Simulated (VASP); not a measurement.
Write the native input for VASP 6.6.1 that does the following.

```yaml
Task: single point
Functional: r2SCAN
Potentials_or_basis: VASP PAW PBE potentials, release 64 (B, P)
Cutoff: 520 eV
k_mesh: 12 × 12 × 12
Occupations: gaussian, width 0.05 eV
Spin: no spin polarisation
Dipole_correction: no
Further_INCAR_settings: ALGO = Normal; EDIFF = 1e-07; NBANDS = 11
```

Crystal: BP.

```xyz
2
Lattice="0.0000 2.1973 2.4171 2.1973 0.0000 2.4171 2.1973 2.1973 0.0000" Properties=species:S:1:pos:R:3 pbc="T T T"
B     0.0000    0.0000    0.0000
P     3.2960    3.2960    3.6256
```

This cell differs from its parent crystal: ratio of the length along z to the lengths across it x 1.1, volume and fractional coordinates fixed.

The input as run:

POSCAR

```
BP
1.0
    0.0000000000      2.1973365371      2.4170701908
    2.1973365371      0.0000000000      2.4170701908
    2.1973365371      2.1973365371      0.0000000000
B P
1 1
Direct
    0.0000000000      0.0000000000      0.0000000000
    0.7500000000      0.7500000000      0.7500000000
```

INCAR.step1

```
PREC = Accurate ; ENCUT = 520
ISMEAR = 0 ; SIGMA = 0.05
LREAL = F ; LASPH = T
NELM = 100 ; NBANDS = 11
GGA = PE ; ALGO = Normal
EDIFF = 1E-4 ; LWAVE = T
LCHARG = F
```

INCAR.step2

```
PREC = Accurate ; ENCUT = 520
EDIFF = 1E-7 ; ISMEAR = 0
SIGMA = 0.05 ; LREAL = F
LASPH = T ; NELM = 100
ALGO = Normal ; ISIF = 2
LWAVE = F ; LCHARG = F
METAGGA = R2SCAN ; LMIXTAU = T
NBANDS = 11 ; ISTART = 1
```

KPOINTS

```
Automatic mesh
0
Gamma
  12 12 12
```

Potentials or basis: VASP PAW PBE potentials, release 64 (B, P).

Command:

```bash
$ cat potpaw_PBE.64/B/POTCAR potpaw_PBE.64/P/POTCAR > POTCAR
$ cp INCAR.step1 INCAR
$ mpirun -np 1 vasp_std > vasp.out
$ cp INCAR.step2 INCAR
$ mpirun -np 1 vasp_std > vasp.out
```

Results of the run:

| Property | Result |
| --- | --- |
| Pressure | -0.5 GPa |
| Band gap on the k mesh | 0.68 eV, indirect (least direct gap 3.13 eV) |

Caveat: the PAW data sets were made with another functional, which shifts forces and pressure a little.

Run time: 3.2 min on 1 thread of AMD EPYC 7R43 64-Core Processor (Zen 3), on a shared host, peak memory 0.13 GiB.
